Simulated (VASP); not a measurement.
Al2O3: single point with r2SCAN

Al2O3:

```
Al O
1.0
     2.85567    0.00000    0.00000
    -1.42783    2.47308    0.00000
     0.00000    0.00000    7.66129
Al O
2 3
Direct
  0.00000 0.00000 0.18094
  0.00000 0.00000 0.81906
  0.33333 0.66667 0.26801
  0.66667 0.33333 0.00000
  0.33333 0.66667 0.73199
```

```json
{"Program": "VASP 6.6.1", "Task": "single point", "Functional": "r2SCAN", "Potentials or basis": "VASP PAW PBE potentials, release 64 (Al, O)", "Cutoff": "520 eV", "k mesh": "12 × 12 × 4", "Occupations": "gaussian, width 0.02 eV", "Spin": "no spin polarisation", "Dipole correction": "no", "Further INCAR settings": "ALGO = Normal; EDIFF = 1e-07; NBANDS = 20"}
```

The pressure is -0.2 GPa. The largest force is 0.039 eV/Å. The band gap on the k mesh is 5.64 eV (least direct gap 5.81 eV).

Forces in eV/Å, atoms in the order of the input:
```
Al   0.000  0.000  0.021
Al   0.000  0.000 -0.021
O    0.000  0.000 -0.039
O    0.000  0.000  0.000
O    0.000  0.000  0.039
```

Stress tensor (GPa, compression positive):
```
 0.03  0.00  0.00
 0.00  0.03  0.00
 0.00  0.00 -0.52
```

Levels at points of the mesh, in eV from the valence-band top:
```
           k point  band 9  band 10  band 11  band 12  band 13  band 14  band 15  band 16
(0.00, 0.00, 0.00)   -1.40    -0.70    -0.70    -0.18     5.64     8.50     9.46    11.80
(0.50, 0.00, 0.00)   -2.12    -1.20    -0.88    -0.81     8.75     9.94    10.22    12.41
(0.00, 0.00, 0.50)   -1.40    -0.69    -0.69    -0.59     6.06     8.06     9.26    12.39
(0.50, 0.00, 0.50)   -2.13    -1.20    -1.06    -0.60     8.84     9.94    10.31    11.41
```

It took 7.1 min on 1 thread of Intel Xeon 8259CL, on a shared host, peak memory 0.21 GiB.

Caveat: the PAW data sets were made with another functional, which shifts forces and pressure a little. A k mesh can miss the band edges.
